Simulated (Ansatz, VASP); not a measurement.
## One calculation of TiS2, two programs

Contents of INCAR:

```
SYSTEM = TiS2
  ALGO = Normal
  EDIFF = 1E-6
  ENCUT = 500
  GGA = PE
  GGA_COMPAT = .False.
  ISIF = 2
  ISMEAR = -1
  LASPH = .True.
  LCHARG = .False.
  LREAL = .False.
  LWAVE = .False.
  NBANDS = 19
  NELM = 120
  PREC = Accurate
  SIGMA = 0.02
```

Contents of KPOINTS:

```
k-points
0
Gamma
  12 12 4
  0 0 0
```

Contents of POSCAR:

```
TiS2
1.0
    3.3935485284      0.0000000000      0.0000000000
   -1.6967742642      2.9388992345      0.0000000000
    0.0000000000      0.0000000000      5.7616750881
Ti S
1 2
Direct
    0.0000000000      0.0000000000      0.0000000000
    0.3333333333      0.6666666667      0.2451563023
    0.6666666667      0.3333333333      0.7548436977
```

Input for Ansatz:

```yaml
crystal:
  lattice:
    - [3.3935485284, 0.0, 0.0]
    - [-1.6967742642, 2.9388992345, 0.0]
    - [0.0, 0.0, 5.7616750881]
  atoms:
    - { symbol: Ti, position: [0.0, 0.0, 0.0] }
    - { symbol: S, position: [0.3333333333, 0.6666666667, 0.2451563023] }
    - { symbol: S, position: [0.6666666667, 0.3333333333, 0.7548436977] }
kpoints:
  mp_grid: { grid: [12, 12, 4] }
  band_path:
    path:
      - [0.0, 0.0, 0.0]
      - [0.5, 0.0, 0.0]
      - [0.3333333333, 0.3333333333, 0.0]
      - [0.0, 0.0, 0.5]
      - [0.5, 0.0, 0.5]
      - [0.3333333333, 0.3333333333, 0.5]
    npoints: 1
hamiltonian:
  xc: pbe
scf:
  occupations: { method: fermi_dirac, width: 0.02 }
  n_extra_bands: 4
output:
  forces: true
  stress: true
  eigenvalues: true
```

Change from the starting cell: epitaxial_xy strain -0.5%.

Alike in both runs: task single point; functional PBE; k mesh 12 × 12 × 4; occupations fermi-dirac, width 0.02 eV; no spin polarisation.

```csv
,VASP,Ansatz
version,VASP 6.6.1,Ansatz 0.2.0
potentials or method,"VASP PAW PBE potentials, release 64 (Ti_sv, S)","plane waves, PAW"
plane-wave cutoff (eV),500,420
valence electrons in the cell,24,24
```

|  | VASP | Ansatz | Ansatz less VASP |
| --- | --- | --- | --- |
| pressure (GPa) | 2.1 | 2.1 | +0.04 |
| traceless stress, the component that is largest in VASP (GPa) | 0.60 | 0.52 | -0.080 |
| rms of the force components (eV/Å) | 0.056 | 0.054 | -0.0027 |

Atom by atom the forces differ by 0.003 eV/Å (rms over components).
